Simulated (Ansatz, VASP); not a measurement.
WC in VASP and in Ansatz

```
W C
1.0
     0.00000    2.30232    2.30232
     2.30232    0.00000    2.30232
     2.30232    2.30232    0.00000
W C
1 1
Cartesian
  0.0000 0.0000 0.0000
  2.3023 2.3023 2.3023
```

Change from the starting cell: strain +0.050 along x and y, +0.050 along z, atoms carried along.

Alike in both runs: task single point; functional r2SCAN; k mesh 18 × 18 × 18; occupations gaussian, width 0.15 eV; no spin polarisation.

|  | VASP | Ansatz |
| --- | --- | --- |
| version | VASP 6.6.1 | Ansatz 0.2.0 |
| potentials or method | VASP PAW PBE potentials, release 64 (W_sv, C), cutoff 520 eV | scalar-relativistic, plane waves, PAW |
| valence electrons in the cell | 18 | 18 |

VASP gave:

* gap on the k mesh at the Fermi level (eV): none
* pressure (GPa): -42.4

Q: Estimate Ansatz's values.

A: gap on the k mesh at the Fermi level (eV): none; pressure (GPa): -43.3.

VASP's potentials were made for PBE, not for r2SCAN. A gap of «none» marks a metal or a gap that the smearing closes. Both programs put the cell under strong tension, so it lies far from rest at this level. The functional is the same, so the differences come from potentials, cutoffs and numerics.

Neither program's run includes spin-orbit coupling. Noted on VASP's run: the cell as given lies far from equilibrium.
